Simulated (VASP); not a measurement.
A run of VASP 6.6.1 is set up as follows.

File POSCAR:

```
TiO2
1.0
    4.5968535149      0.0000000000      0.0000000000
    0.0000000000      4.5968535149      0.0000000000
    0.0000000000      0.0000000000      2.9534912563
Ti O
2 4
Direct
    0.0000000000      0.0000000000      0.0000000000
    0.5000000000      0.5000000000      0.5000000000
    0.3046432223      0.3046432223      0.0000000000
    0.1953567777      0.8046432223      0.5000000000
    0.8046432223      0.1953567777      0.5000000000
    0.6953567777      0.6953567777      0.0000000000
```

File INCAR.step1:

```
SYSTEM = TiO2
PREC = Accurate
ENCUT = 520
ISMEAR = 0
SIGMA = 0.01
LREAL = .False.
LASPH = .True.
NELM = 100
NBANDS = 33
GGA = PE
ALGO = Normal
EDIFF = 1E-4
LWAVE = .True.
LCHARG = .False.
```

Contents of INCAR.step2:

```
SYSTEM = TiO2
PREC = Accurate
ENCUT = 520
EDIFF = 1E-7
ISMEAR = 0
SIGMA = 0.01
LREAL = .False.
LASPH = .True.
NELM = 100
ALGO = Normal
ISIF = 2
LWAVE = .False.
LCHARG = .False.
METAGGA = R2SCAN
LMIXTAU = .True.
NBANDS = 33
ISTART = 1
```

Contents of KPOINTS:

```
Automatic mesh
0
Gamma
  4 4 6
  0 0 0
```

Potentials or basis: VASP PAW PBE potentials, release 64 (Ti_sv, O).

Launch:

```bash
$ cat potpaw_PBE.64/Ti_sv/POTCAR potpaw_PBE.64/O/POTCAR > POTCAR
$ cp INCAR.step1 INCAR
$ mpirun -np 1 vasp_std > vasp.out
$ cp INCAR.step2 INCAR
$ mpirun -np 1 vasp_std > vasp.out
```

(1) Predict the largest force.

(2) Estimate the band gap on the k mesh.

Results:

(1) 0.038 eV/Å.

(2) 2.23 eV.

Caveat: the PAW data sets were made with another functional, which shifts forces and pressure a little.
